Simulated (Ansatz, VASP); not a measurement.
## One calculation of Si2W, two programs

```
CELL_PARAMETERS angstrom
4.52671 0.00000 0.00000
2.24503 3.93077 0.00000
-3.38587 -1.96538 2.27250
ATOMIC_POSITIONS crystal
Si 0.33470 0.33470 0.00000
Si 0.66530 0.66530 0.00000
W 0.00000 0.00000 0.00000
```

Alike in both runs: task single point; functional PBEsol; k mesh 6 × 6 × 6; occupations methfessel-paxton of order 1, width 0.3 eV; no spin polarisation.

|  | VASP | Ansatz |
| --- | --- | --- |
| version | VASP 6.6.1 | Ansatz 0.2.0 |
| potentials or method | VASP PAW PBE potentials, release 64 (Si, W_sv) | plane waves, PAW |
| plane-wave cutoff (eV) | 500 | 420 |
| valence electrons in the cell | 22 | 22 |

Ansatz gave:

| Property | Result |
| --- | --- |
| gap on the k mesh at the Fermi level (eV) | none |
| pressure (GPa) | -2.1 |
| traceless stress, the component that is largest in VASP (GPa) | 0.11 |
| rms of the force components (eV/Å) | 0.005 |

Q: Estimate VASP's values.

A: gap on the k mesh at the Fermi level (eV): none; pressure (GPa): -1.8; traceless stress, the component that is largest in VASP (GPa): 0.08; rms of the force components (eV/Å): 0.008.

VASP's potentials were made for PBE, not for PBEsol. Atom by atom the forces differ by 0.002 eV/Å (rms over components). A gap of «none» marks a metal or a gap that the smearing closes.

The k mesh is coarse, so the values compare programs but aren't converged. Neither program's run includes spin-orbit coupling.
